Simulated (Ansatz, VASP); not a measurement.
## One calculation of B, two programs

The input INCAR:

```
SYSTEM = B
PREC = Accurate ; ENCUT = 520
EDIFF = 1E-7 ; ISMEAR = 0
SIGMA = 0.1 ; LREAL = .False.
LASPH = .True. ; NELM = 80
ALGO = Normal ; ISIF = 2
LWAVE = .False. ; LCHARG = .True.
GGA = PE ; LELF = .True.
LVHAR = .True. ; NBANDS = 18
```

File KPOINTS:

```
regular mesh
0
Gamma
  14 14 6
  0 0 0
```

POSCAR

```
B
1.0
    1.5542422481     -2.5877574945      0.0000000000
    1.5542422481      2.5877574945      0.0000000000
    0.0000000000      0.0000000000      5.9081922328
B
6
Direct
    0.5000000000      0.5000000000      0.7500000000
    0.5000000000      0.5000000000      0.2500000000
    0.3338661501      0.1699264080      0.5000000000
    0.6661338499      0.8300735920      0.5000000000
    0.1699264080      0.3338661501      0.0000000000
    0.8300735920      0.6661338499      0.0000000000
```

Input for Ansatz:

```yaml
crystal:
  lattice:
    - [1.5542422481, -2.5877574945, 0.0]
    - [1.5542422481, 2.5877574945, 0.0]
    - [0.0, 0.0, 5.9081922328]
  atoms:
    - { symbol: B, position: [0.5, 0.5, 0.75] }
    - { symbol: B, position: [0.5, 0.5, 0.25] }
    - { symbol: B, position: [0.3338661501, 0.169926408, 0.5] }
    - { symbol: B, position: [0.6661338499, 0.830073592, 0.5] }
    - { symbol: B, position: [0.169926408, 0.3338661501, 0.0] }
    - { symbol: B, position: [0.830073592, 0.6661338499, 0.0] }
basis:
  ecutwfc: 420
kpoints:
  mp_grid: { grid: [14, 14, 6] }
  band_path:
    path:
      - [[0.0, 0.0, 0.0], [-0.5, 0.5, 0.0], [-0.34018416, 0.65981584, 0.0]]
      - [[0.34018416, 0.34018416, 0.0], [0.0, 0.0, 0.0], [0.0, 0.0, 0.5], [0.34018416, 0.34018416, 0.5]]
      - [[-0.34018416, 0.65981584, 0.5], [-0.5, 0.5, 0.5], [-0.5, 0.5, 0.0]]
      - [[0.0, 0.0, 0.0], [0.0, 0.5, 0.0], [0.0, 0.5, 0.5], [0.0, 0.0, 0.5], [-0.5, 0.5, 0.5]]
    npoints: 14
hamiltonian:
  xc: pbe
scf:
  occupations: { method: gaussian, width: 0.1 }
  n_extra_bands: 15
output:
  forces: true
  stress: true
  eigenvalues: true
  populations: true
  dos: { projected: true, de: 0.02, nscf_kmesh: { grid: [17, 17, 8] } }
  bader: true
  write_density: true
  write_potential: true
  elf: true
  volumetric_format: npy
```

Alike in both runs: task single point; functional PBE; k mesh 14 × 14 × 6; occupations gaussian, width 0.1 eV; no spin polarisation.

|  | VASP | Ansatz |
| --- | --- | --- |
| version | VASP 6.6.1 | Ansatz 0.2.0 |
| potentials or method | VASP PAW PBE potentials, release 64 (B), cutoff 520 eV | scalar-relativistic, plane waves, PAW |
| valence electrons in the cell | 18 | 18 |

```csv
,VASP,Ansatz,Ansatz less VASP
gap on the k mesh at the Fermi level (eV),none,none,-
pressure (GPa),0.0,0.0,-0.03
"traceless stress, the component that is largest in VASP (GPa)",0.08,0.04,-0.047
```

A gap of «none» marks a metal or a gap that the smearing closes. The functional is the same, so the differences come from potentials, cutoffs and numerics.
